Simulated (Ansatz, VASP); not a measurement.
# Hg in VASP and in Ansatz

```
CELL_PARAMETERS angstrom
-2.86995 2.86995 1.54045
2.86995 -2.86995 1.54045
2.86995 2.86995 -1.54045
ATOMIC_POSITIONS crystal
Hg 0.00000 0.00000 0.00000
Hg 0.75000 0.25000 0.50000
```

Alike in both runs: task single point; functional PBE; k mesh 10 × 10 × 10; occupations fermi-dirac, width 0.05 eV; no spin polarisation.

```csv
,VASP,Ansatz
version,VASP 6.6.1,Ansatz 0.2.0
potentials or method,"VASP PAW PBE potentials, release 64 (Hg)",Ansatz PAW
plane-wave cutoff (eV),520,420
valence electrons in the cell,24,40
```

VASP gave:

- gap on the k mesh at the Fermi level (eV): none
- pressure (GPa): 4.0
- traceless stress, the component that is largest in VASP (GPa): -0.13

Question: Estimate Ansatz's values.

Answer: gap on the k mesh at the Fermi level (eV): none; pressure (GPa): 3.6; traceless stress, the component that is largest in VASP (GPa): -0.11.

A gap of «none» marks a metal or a gap that the smearing closes. VASP's potentials hold 24 valence electrons a cell and Ansatz's 40, so a difference there can come from the potentials and not from the codes.

Neither program's run includes spin-orbit coupling.
